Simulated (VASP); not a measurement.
Crystal: CuO.

```
Cu O
1.0
     0.18833   -2.15771   -2.02943
    -2.00617    0.10558   -1.94668
     2.36721    2.27050   -4.35998
Cu O
2 2
Direct
  0.45623 0.53069 0.48541
  0.97428 0.98587 0.02436
  0.80166 0.74472 0.73928
  0.26782 0.23873 0.25095
```

Base run:

- Program: VASP 6.6.1
- Functional: BLYP
- Potentials or basis: VASP PAW PBE potentials, release 64 (Cu, O)
- Cutoff: 520 eV
- k mesh: 10 × 10 × 5
- Occupations: fermi-dirac, width 0.05 eV
- Spin: no spin polarisation

Its results: band gap on the k mesh zero (band 17 reaches 6.48 eV, above the bottom of band 18 at 5.73 eV); pressure 7.2 GPa; largest force 1.909 eV/Å.

Q: The run is repeated on the same cell with these changes: functional from BLYP to LDA; potentials or basis from VASP PAW PBE potentials, release 64 (Cu, O) to VASP PAW LDA potentials, release 64 (Cu, O). What comes out?

A: Band gap on the k mesh zero (band 17 reaches 5.85 eV, above the bottom of band 18 at 5.09 eV); pressure -15.4 GPa; largest force 1.586 eV/Å.

Caveats: semilocal functionals often make such compounds metallic where correlation or magnetic order opens a gap, which also shifts bond lengths; the PAW data sets were made with another functional, which shifts forces and pressure a little (some runs); forces of over 1 eV/Å act on the atoms, so gaps and moduli don't describe the material at rest (some runs).
